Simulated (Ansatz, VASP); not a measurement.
**Ni: VASP beside Ansatz**

File POSCAR:

```
Ni
1.0
    0.0000000000      1.7691000000      1.7691000000
    1.7691000000      0.0000000000      1.7691000000
    3.5382000000      3.5382000000      0.0000000000
Ni
2
Direct
    0.0000000000      0.0000000000      0.0000000000
    0.0000000000      0.0000000000      0.5000000000
```

The input INCAR.step1:

```
SYSTEM = Ni
  PREC = Accurate
  ENCUT = 520
  ISMEAR = -1
  SIGMA = 0.1
  LREAL = .False.
  LASPH = .True.
  NELM = 150
  ISPIN = 2
  MAGMOM = 2 2
  LMAXMIX = 4
  NBANDS = 21
  GGA = PE
  ALGO = Normal
  EDIFF = 1E-4
  LWAVE = .True.
  LCHARG = .False.
```

The input INCAR.step2:

```
SYSTEM = Ni
  PREC = Accurate
  ENCUT = 520
  EDIFF = 1E-6
  ISMEAR = -1
  SIGMA = 0.1
  LREAL = .False.
  LASPH = .True.
  NELM = 150
  ALGO = Normal
  ISIF = 2
  LWAVE = .False.
  LCHARG = .False.
  ISPIN = 2
  MAGMOM = 2 2
  LORBIT = 11
  LMAXMIX = 4
  METAGGA = R2SCAN
  LMIXTAU = .True.
  NBANDS = 21
  ISTART = 1
```

KPOINTS

```
regular mesh
0
Gamma
  14 14 7
  0 0 0
```

Input for Ansatz:

```yaml
crystal:
  lattice:
    - [0.0, 1.7691, 1.7691]
    - [1.7691, 0.0, 1.7691]
    - [3.5382, 3.5382, 0.0]
  atoms:
    - { symbol: Ni, position: [0.0, 0.0, 0.0], spin: 2.0 }
    - { symbol: Ni, position: [0.0, 0.0, 0.5], spin: 2.0 }
magnetization:
  spin_polarized: true
hamiltonian:
  xc: r2scan
  pseudopotentials: { kind: paw }
basis:
  ecutwfc: 500
kpoints:
  mp_grid: { grid: [14, 14, 7] }
scf:
  occupations: { method: fermi_dirac, width: 0.1 }
  lower_state_search: "off"
output:
  forces: true
  stress: true
```

Alike in both runs: task single point; functional r2SCAN; k mesh 14 × 14 × 7; occupations fermi-dirac, width 0.1 eV; collinear spin.

|  | VASP | Ansatz |
| --- | --- | --- |
| version | VASP 6.6.1 | Ansatz 0.2.0 |
| potentials or method | VASP PAW PBE potentials, release 64 (Ni), cutoff 520 eV | PAW, plane waves, scalar-relativistic |
| valence electrons in the cell | 20 | 36 |

```tsv
	VASP	Ansatz	Ansatz less VASP
pressure (GPa)	-9.2	-9.6	-0.43
net moment per atom (μB)	0.74	0.76	+0.014
size of the moment on the site where the two differ most (μB)	0.77	0.83	+0.057
```

VASP's potentials were made for PBE, not for r2SCAN. Site moments also hang on the region over which each program counts them. The functional is the same, so the differences come from potentials, cutoffs and numerics. VASP's potentials hold 20 valence electrons a cell and Ansatz's 36, so a difference there can come from the potentials and not from the codes. Ansatz's warnings: stability check not made.
